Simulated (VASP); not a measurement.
Sc:

```xyz
2
Lattice="3.2643 0.0000 0.0000 -1.6321 2.8269 0.0000 0.0000 0.0000 5.2020" Properties=species:S:1:pos:R:3 pbc="T T T"
Sc    1.6321    0.9423    3.9015
Sc    0.0000    1.8846    1.3005
```

Base run:

```yaml
Program: VASP 6.6.1
Functional: r2SCAN
Potentials_or_basis: VASP PAW PBE potentials, release 64 (Sc_sv)
Cutoff: 520 eV
k_mesh: 9 × 9 × 5
Occupations: fermi-dirac, width 0.05 eV
Spin: no spin polarisation
```

Its results: band gap on the k mesh zero (band 11 reaches 4.65 eV, above the bottom of band 12 at 3.40 eV); pressure 2.6 GPa.

Question: The run is repeated on the same cell with these changes: functional from r2SCAN to PBE. What comes out?

Answer: Band gap on the k mesh zero (band 11 reaches 4.53 eV, above the bottom of band 12 at 3.34 eV); pressure 1.6 GPa.

Caveats: the PAW data sets were made with another functional, which shifts forces and pressure a little (some runs).
